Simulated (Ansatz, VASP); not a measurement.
Two plane-wave programs on MgO

```
Mg O
1.0
     0.00000    2.10760    2.10760
     2.10760    0.00000    2.10760
     2.10760    2.10760    0.00000
Mg O
1 1
Direct
  0.97476 0.02524 0.03785
  0.53834 0.46166 0.44249
```

Change from the starting cell: mode 4 frozen in at -0.202 Å and mode 5 at -0.040 Å (largest displacements).

Alike in both runs: task single point; functional PBEsol; k mesh 10 × 10 × 10; occupations gaussian, width 0.05 eV; no spin polarisation.

```csv
,VASP,Ansatz
version,VASP 6.6.1,Ansatz 0.2.0
potentials or method,"VASP PAW PBE potentials, release 64 (Mg, O), cutoff 520 eV","scalar-relativistic, plane waves, PAW"
valence electrons in the cell,8,16
```

VASP gave:

```
gap on the k mesh at the Fermi level (eV)                     : 4.58
least direct gap on the mesh (eV)                             : 4.58
pressure (GPa)                                                : 12.6
traceless stress, the component that is largest in VASP (GPa) : 29.80
rms of the force components (eV/Å)                            : 1.963
```

Task: Estimate Ansatz's values.

Result: gap on the k mesh at the Fermi level (eV): 4.58; least direct gap on the mesh (eV): 4.58; pressure (GPa): 12.7; traceless stress, the component that is largest in VASP (GPa): 28.97; rms of the force components (eV/Å): 1.915.

VASP's potentials were made for PBE, not for PBEsol, and Ansatz warns of the same on its side. Atom by atom the forces differ by 0.047 eV/Å (rms over components). The functional is the same, so the differences come from potentials, cutoffs and numerics. VASP's potentials hold 8 valence electrons a cell and Ansatz's 16, so a difference there can come from the potentials and not from the codes.
